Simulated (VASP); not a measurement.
Wanted: the native input for a VASP 6.6.1 run.

```yaml
Task: single point
Functional: PBEsol
Potentials_or_basis: VASP PAW PBE potentials, release 64 (Au)
Cutoff: 500 eV
k_mesh: 8 × 8 × 8
Occupations: gaussian, width 0.1 eV
Spin: no spin polarisation
Dipole_correction: no
Further_INCAR_settings: ALGO = Normal; EDIFF = 1e-06; NBANDS = 12
```

The structure of Au lies in POSCAR:

```
Au
1.0
    0.0000000000      2.0452500010      2.0452500010
    2.0452500010      0.0000000000      2.0452500010
    2.0452500010      2.0452500010      0.0000000000
Au
1
Direct
    0.0000000000      0.0000000000      0.0000000000
```

The input as run:

INCAR

```
SYSTEM = Au
PREC = Accurate ; ENCUT = 500
EDIFF = 1E-6 ; ISMEAR = 0
SIGMA = 0.1 ; LREAL = .FALSE.
LASPH = .TRUE. ; NELM = 120
ALGO = Normal ; ISIF = 2
LWAVE = .FALSE. ; LCHARG = .FALSE.
GGA = PS ; NBANDS = 12
GGA_COMPAT = .FALSE.
```

KPOINTS

```
Automatic mesh
0
G
  8 8 8
  0 0 0
```

Potentials or basis: VASP PAW PBE potentials, release 64 (Au).

Launch:

```bash
$ cat potpaw_PBE.64/Au/POTCAR > POTCAR
$ mpirun -np 1 vasp_std > vasp.out
```

Results of the run:

```yaml
Pressure: -0.3 GPa
```

Caveat: the PAW data sets were made with another functional, which shifts forces and pressure a little.

Wall time 19 s on 1 thread of Intel Xeon 8259CL (shared host), peak memory 0.14 GiB.
